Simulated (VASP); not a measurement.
# P (P-4n2) in VASP: notebook, part 2 of 2

VASP 6.6.1.

## 3. Single point, PBE

This run uses another cell than the first one, of 21.03 Å³/atom, 1.330 times its volume.

Input file INCAR:

```
SYSTEM = P
PREC = Accurate
ENCUT = 520
EDIFF = 1E-6
ISMEAR = 0
SIGMA = 0.1
LREAL = .FALSE.
LASPH = .TRUE.
NELM = 80
ALGO = Normal
ISIF = 2
LWAVE = .FALSE.
LCHARG = .TRUE.
GGA = PE
LELF = .TRUE.
LVHAR = .TRUE.
NBANDS = 24
```

Input file KPOINTS:

```
Automatic mesh
0
G
  4 4 4
  0 0 0
```

Input file POSCAR:

```
P
1.0
    5.1957998644      0.0000000000      0.0000000000
    0.0000000000      5.1957998644      0.0000000000
    0.0000000000      0.0000000000      4.6732026969
P
6
Direct
    0.1463311665      0.3536688335      0.2500000000
    0.8536688335      0.6463311665      0.2500000000
    0.3536688335      0.8536688335      0.7500000000
    0.6463311665      0.1463311665      0.7500000000
    0.5000000000      0.5000000000      0.0000000000
    0.0000000000      0.0000000000      0.5000000000
```

Potentials or basis: VASP PAW PBE potentials, release 64 (P).

The run is started by

```bash
> cat potpaw_PBE.64/P/POTCAR > POTCAR
> mpirun -np 1 vasp_std > vasp.out
```

OUTCAR:

```text
SYSTEM = P
   PREC = Accurate
   ENCUT = 520
   EDIFF = 1E-6
   ISMEAR = 0
   LREAL = .FALSE.
   LASPH = .TRUE.
   NELM = 80
   ISIF = 2
   GGA = PE

 ion  position               nearest neighbor table
   1  0.146  0.354  0.250-   2 2.15   5 2.31   6 2.31
   2  0.854  0.646  0.250-   1 2.15   5 2.31   6 2.31
   3  0.354  0.854  0.750-   4 2.15   5 2.31   6 2.31
   4  0.646  0.146  0.750-   3 2.15   5 2.31   6 2.31
   5  0.500  0.500  0.000-   1 2.31   2 2.31   3 2.31   4 2.31
   6  0.000  0.000  0.500-   1 2.31   2 2.31   3 2.31   4 2.31

  LATTYP: Found a simple tetragonal cell.
 ALAT       =     5.1957998644
 C/A-ratio  =     0.8994193038

  Lattice vectors:

 A1 = (   5.1957998644,   0.0000000000,   0.0000000000)
 A2 = (   0.0000000000,   5.1957998644,   0.0000000000)
 A3 = (   0.0000000000,   0.0000000000,   4.6732026969)

Analysis of symmetry for initial positions (statically):
=====================================================================
 Subroutine PRICEL returns:
 Original cell was already a primitive cell.

 Routine SETGRP: Setting up the symmetry group for a
 simple tetragonal supercell.

 Subroutine GETGRP returns: Found  8 space group operations
 (whereof  4 operations were pure point group operations)
 out of a pool of 16 trial point group operations.

The static configuration has the point symmetry S_4 .
 The point group associated with its full space group is D_2d.

Analysis of symmetry for dynamics (positions and initial velocities):
=====================================================================
 Subroutine PRICEL returns:
 Original cell was already a primitive cell.

 Routine SETGRP: Setting up the symmetry group for a
 simple tetragonal supercell.

 Subroutine GETGRP returns: Found  8 space group operations
 (whereof  4 operations were pure point group operations)
 out of a pool of 16 trial point group operations.

The dynamic configuration has the point symmetry S_4 .
 The point group associated with its full space group is D_2d.

 Subroutine INISYM returns: Found  8 space group operations
 (whereof  4 operations are pure point group operations),
 and found     1 'primitive' translations

----------------------------------------------------------------------------------------

                                     Primitive cell

  volume of cell :     126.1594

  direct lattice vectors                    reciprocal lattice vectors
     5.195799864  0.000000000  0.000000000     0.192463148  0.000000000  0.000000000
     0.000000000  5.195799864  0.000000000     0.000000000  0.192463148  0.000000000
     0.000000000  0.000000000  4.673202697     0.000000000  0.000000000  0.213986010

  length of vectors
     5.195799864  5.195799864  4.673202697     0.192463148  0.192463148  0.213986010

  position of ions in fractional coordinates (direct lattice)
     0.146331166  0.353668834  0.250000000
     0.853668834  0.646331166  0.250000000
     0.353668834  0.853668834  0.750000000
     0.646331166  0.146331166  0.750000000
     0.500000000  0.500000000  0.000000000
     0.000000000  0.000000000  0.500000000

  ion indices of the primitive-cell ions
   primitive index   ion index
                 1           1
                 2           2
                 3           3
                 4           4
                 5           5
                 6           6

----------------------------------------------------------------------------------------

 KPOINTS: Automatic mesh

Automatic generation of k-mesh.
 Grid dimensions read from file:
 generate k-points for:    4    4    4

 Generating k-lattice:

  Cartesian coordinates                     Fractional coordinates (reciprocal lattice)
     0.048115787  0.000000000  0.000000000     0.250000000  0.000000000  0.000000000
     0.000000000  0.048115787  0.000000000     0.000000000  0.250000000  0.000000000
     0.000000000  0.000000000  0.053496503     0.000000000  0.000000000  0.250000000

  Length of vectors
     0.048115787  0.048115787  0.053496503

  Shift w.r.t. Gamma in fractional coordinates (k-lattice)
     0.000000000  0.000000000  0.000000000

 Subroutine IBZKPT returns following result:
 ===========================================

 Found     18 irreducible k-points:

 Following reciprocal coordinates:
            Coordinates               Weight
  0.000000  0.000000  0.000000      1.000000
  0.250000  0.000000  0.000000      4.000000
  0.500000  0.000000  0.000000      2.000000
  0.250000  0.250000  0.000000      4.000000
  0.500000  0.250000  0.000000      4.000000
  0.500000  0.500000  0.000000      1.000000
[... 10 lines left out ...]
  0.500000  0.250000  0.500000      4.000000
  0.500000  0.500000  0.500000      1.000000
   k-points           NKPTS =     18   k-points in BZ     NKDIM =     18   number of bands    NBANDS=     24
   number of dos      NEDOS =    301   number of ions     NIONS =      6
   total plane-waves  NPLWV =  57600
   dimension x,y,z NGX =    40 NGY =   40 NGZ =   36
   dimension x,y,z NGXF=    80 NGYF=   80 NGZF=   72
   ions per type =               6
   NGX,Y,Z   is equivalent  to a cutoff of  12.80, 12.80, 12.81 a.u.
   NGXF,Y,Z  is equivalent  to a cutoff of  25.60, 25.60, 25.61 a.u.
 SYSTEM =  P
   PREC   = accura    normal or accurate (medium, high low for compatibility)
   ISTART =      0    job   : 0-new  1-cont  2-samecut
   ICHARG =      2    charge: 1-file 2-atom 10-const
   ISPIN  =      1    spin polarized calculation?
   LNONCOLLINEAR =      F non collinear calculations
   LSORBIT =      F    spin-orbit coupling
   LASPH  =      T    aspherical Exc in radial PAW
   ENCUT  =  520.0 eV  38.22 Ry    6.18 a.u.   9.66  9.66  8.69*2*pi/ulx,y,z
   NELM   =     80;   NELMIN=  2; NELMDL= -5     # of ELM steps
   EDIFF  = 0.1E-05   stopping-criterion for ELM
   LREAL  =      F    real-space projection
[... 7 lines left out ...]
   TEBEG  =    0.0;   TEEND  =   0.0 temperature during run
   PSTRESS=    0.0 pullay stress
   NELECT =      30.0000    total number of electrons
   NUPDOWN=      -1.0000    fix difference up-down
   EMIN   =  10.00;   EMAX   =-10.00  energy-range for DOS
   EFERMI =   0.00;   METHOD = LEGACY
   ISMEAR =     0;   SIGMA  =   0.10  broadening in eV -4-tet -1-fermi 0-gaus
   EFERMI_NEDOS =   21; number of points for ismear=-14 and -15
   IALGO  =     38    algorithm
   IMIX   =      4    mixing-type and parameters
     AMIX     =   0.40;   BMIX     =  1.00
     AMIX_MAG =   1.60;   BMIX_MAG =  1.00
  volume/ion in A,a.u.               =      21.03       141.89
  Fermi-wavevector in a.u.,A,eV,Ry     =   1.014243  1.916642 13.996167  1.028689
  Thomas-Fermi vector in A             =   2.147459
   LORBIT       =      0    0 simple, 1 ext, 2 COOP (PROOUT), +10 PAW based schemes
   GGA     = PE    functional components
   LHFCALC =     F    Hartree Fock is set to
   AEXX    =    0.0000 exact exchange contribution
   IVDW    =     0    specifies the selected vdW correction
   LEPSILON=     F    determine dielectric tensor
   LRPA    =     F    only Hartree local field effects (RPA)
 non-spin polarized calculation
 Gauss-broadening in eV      SIGMA  =   0.10
  energy-cutoff  :      520.00
  volume of cell :      126.16
 maximum number of plane-waves:      3442
 NGX is ok and might be reduce to    40
   NGX = 19   NGY = 19   NGZ = 17

 number of electron      30.0000005 magnetization

 Free energy of the ion-electron system (eV)
  ---------------------------------------------------
  ext. energy  EPLUGINS =         0.00000000
  ---------------------------------------------------
  free energy    TOTEN  =       -29.18253928 eV

  energy without entropy =      -29.15865679  energy(sigma->0) =      -29.17059804

 E-fermi :   5.2041     XC(G=0):  -9.3617

 val. band max:        5.1536961856   @ k =   0.5000   0.5000   0.2500
 cond. band min:       5.2089113016   @ k =   0.0000   0.0000   0.2500
 fundamental gap:      0.0552151159
 Fermi energy:         5.2040759819

 k-point     1 :       0.0000    0.0000    0.0000
  band No.  band energies     occupation
      1      -9.6006      2.00000
      2      -6.7265      2.00000
      3      -6.6228      2.00000
      4      -4.4017      2.00000
      5      -4.4017      2.00000
      6      -2.8271      2.00000
[... 475 lines left out ...]
     23       9.9981      0.00000
     24       9.9981      0.00000

------------------------ aborting loop because EDIFF is reached ----------------------------------------

  FORCE on cell =-STRESS in cart. coord.  units (eV):
  Direction    XX          YY          ZZ          XY          YZ          ZX
  --------------------------------------------------------------------------------------
  -------------------------------------------------------------------------------------
  Total       -0.2277981     -0.2277981     -0.1496552      0.0000000     -0.0000000      0.0000000
  in kB       -2.8929519     -2.8929519     -1.9005658      0.0000000     -0.0000000      0.0000000
  external PRESSURE =      -2.5621566 kB  Pullay stress =       0.0000000 kB

 VOLUME and BASIS-vectors are now :
 -----------------------------------------------------------------------------
  energy-cutoff  :      520.00
  volume of cell :      126.16
      direct lattice vectors                 reciprocal lattice vectors
     5.195799864  0.000000000  0.000000000     0.192463148  0.000000000  0.000000000
     0.000000000  5.195799864  0.000000000     0.000000000  0.192463148  0.000000000
     0.000000000  0.000000000  4.673202697     0.000000000  0.000000000  0.213986010

 POSITION                                       TOTAL-FORCE (eV/Angst)
 -----------------------------------------------------------------------------------
      0.76031      1.83759      1.16830        -0.043117      0.043117     -0.000000
      4.43549      3.35821      1.16830         0.043117     -0.043117     -0.000000
      1.83759      4.43549      3.50490         0.043117      0.043117      0.000000
      3.35821      0.76031      3.50490        -0.043117     -0.043117      0.000000
      2.59790      2.59790      0.00000         0.000000      0.000000      0.000000
      0.00000      0.00000      2.33660         0.000000      0.000000      0.000000
 -----------------------------------------------------------------------------------
    total drift:                               -0.000000     -0.000000     -0.000000

  FREE ENERGIE OF THE ION-ELECTRON SYSTEM (eV)
  ---------------------------------------------------
  free  energy   TOTEN  =       -29.1825392805 eV

  energy  without entropy=      -29.1586567914  energy(sigma->0) =      -29.17059804
```

Run time: 50 s. Hardware: 1 thread of AMD EPYC 7R43 (Zen 3), shared host; peak memory 0.18 GiB.

What came out:

```yaml
Free_energy: -29.1825 eV
Pressure: -0.3 GPa
Largest_force: 0.061 eV/Å
Band_gap_on_the_k_mesh: zero (band 15 reaches 5.84 eV, above the bottom of band 16 at 4.46 eV)
```

Forces in eV/Å, atoms in the order of the input:
```
P   -0.043  0.043  0.000
P    0.043 -0.043  0.000
P    0.043  0.043  0.000
P   -0.043 -0.043  0.000
P    0.000  0.000  0.000
P    0.000  0.000  0.000
```

## 4. Relaxation of cell and atoms, PBE

Input file INCAR:

```
SYSTEM = P
ALGO = Normal
EDIFF = 1E-6
EDIFFG = -0.04
ENCUT = 600
GGA = PE
IBRION = 2
ISIF = 3
ISMEAR = 0
LASPH = .TRUE.
LCHARG = .FALSE.
LREAL = .FALSE.
LWAVE = .FALSE.
NELM = 100
NSW = 90
PREC = Accurate
SIGMA = 0.1
```

Input file KPOINTS:

```
k-points
0
G
  4 4 4
  0 0 0
```

Input file POSCAR:

```
P
1.0
    4.5650164700      0.0000000000      0.0000000000
    0.0000000000      4.5650164700      0.0000000000
    0.0000000000      0.0000000000      4.5515343700
P
6
Direct
    0.1548886100      0.3451113900      0.2500000000
    0.8451113900      0.6548886100      0.2500000000
    0.3451113900      0.8451113900      0.7500000000
    0.6548886100      0.1548886100      0.7500000000
    0.5000000000      0.5000000000      0.0000000000
    0.0000000000      0.0000000000      0.5000000000
```

The run is started by

```bash
> cat potpaw_PBE.64/P/POTCAR > POTCAR
> mpirun -np 1 vasp_std > vasp.out
```

It took 4.4 min on 1 thread of AMD EPYC 7R43 (Zen 3), shared host; peak memory 0.17 GiB.

It converged, with:

```yaml
Free_energy: -29.1786 eV
Relaxed_volume: 20.97 Å³/atom
Relaxed_cell: a = 5.200 Å, b = 5.200 Å, c = 4.654 Å, α = 90.00°, β = 90.00°, γ = 90.00°
Space_group_after_relaxing_to_0.05_Å: P-4n2 (No. 118)
Energy_gained_by_relaxing: 391.9 meV/atom
Ionic_steps: 16
Pressure_after_relaxing: -0.2 GPa
Largest_force_after_relaxing: 0.030 eV/Å
Band_gap_on_the_k_mesh: zero (band 15 reaches 5.86 eV, above the bottom of band 16 at 4.50 eV)
```

Forces on the atoms (eV/Å):
```
P   -0.021  0.021  0.000
P    0.021 -0.021  0.000
P    0.021  0.021  0.000
P   -0.021 -0.021  0.000
P    0.000  0.000  0.000
P    0.000  0.000  0.000
```

Stress tensor (GPa, compression positive):
```
-0.19  0.00  0.00
 0.00 -0.19  0.00
 0.00  0.00 -0.10
```

The path:
```csv
step,energy change (eV),largest force (eV/Å),pressure (GPa),volume (Å³)
1,0.0000,0.8998,28.21,94.85
2,-1.7753,1.3013,-5.51,138.27
3,-2.1173,1.0511,1.11,122.36
4,-2.1184,1.0790,0.50,123.44
5,-2.2810,0.6022,-0.16,126.20
6,-2.3344,0.0534,-0.41,129.11
7,-2.3354,0.0478,-0.40,128.73
8,-2.3354,0.0192,-0.40,128.84
9,-2.3384,0.0404,0.05,127.77
10,-2.3388,0.0695,0.28,127.25
11,-2.3409,0.0486,0.27,127.04
12,-2.3458,0.0118,0.25,126.39
13,-2.3483,0.1417,0.19,125.04
14,-2.3486,0.1057,0.21,125.40
15,-2.3509,0.0685,0.03,125.62
16,-2.3516,0.0302,-0.16,125.83
```

Final structure:
```
P
1.0
     5.19953    0.00000    0.00000
     0.00000    5.19953    0.00000
     0.00000    0.00000    4.65443
P
6
Direct
  0.14603 0.35397 0.25000
  0.85397 0.64603 0.25000
  0.35397 0.85397 0.75000
  0.64603 0.14603 0.75000
  0.50000 0.50000 0.00000
  0.00000 0.00000 0.50000
```

Levels at points of the mesh, in eV from the Fermi level:
```
           k point  band 11  band 12  band 13  band 14  band 15  band 16  band 17  band 18  band 19
(0.00, 0.00, 0.00)    -3.43    -1.33    -1.13    -1.13    -0.88    -0.33     1.34     1.34     2.77
(0.50, 0.00, 0.00)    -2.06    -2.06    -1.00    -1.00    -0.74    -0.74     1.25     1.25     1.77
(0.50, 0.50, 0.00)    -2.85    -2.85    -0.90    -0.90     0.63     0.63     1.17     1.17     1.59
(0.00, 0.00, 0.50)    -2.33    -2.33    -1.09    -1.09    -0.35    -0.35    -0.11    -0.11     4.38
(0.50, 0.00, 0.50)    -3.08    -3.08    -1.02    -1.02    -0.18    -0.18     2.18     2.18     3.39
(0.50, 0.50, 0.50)    -3.11    -1.12    -1.12    -0.91     0.42     0.61     1.11     1.11     2.55
```

Caveat: the volume moved by over 15 % at a fixed basis, so the end points are rough.

## 5. Summary

| task | cell | cutoff (eV) | gap on the mesh (eV) | pressure (GPa) | largest force (eV/Å) |
| --- | --- | --- | --- | --- | --- |
| single point | a = 4.565, b = 4.565, c = 4.552 Å, 6 atoms | 520 | none | 28.2 | 0.90 |
| single point | a = 5.196, b = 5.196, c = 4.673 Å, 6 atoms | 520 | none | -0.3 | 0.06 |
| relaxation of cell and atoms | relaxed from a = 4.565, b = 4.565, c = 4.552 Å, 6 atoms | 600 | none | -0.2 | 0.03 |

Alike in all rows: level PBE; potentials or basis VASP PAW PBE potentials, release 64 (P); no spin polarisation; k mesh 4 × 4 × 4; smearing gaussian 0.1 eV.

Caveats: the volume moved by over 15 % at a fixed basis, so the end points are rough (some runs).

Total energies depend on the potentials used, so only differences within one code and one set of settings carry meaning.
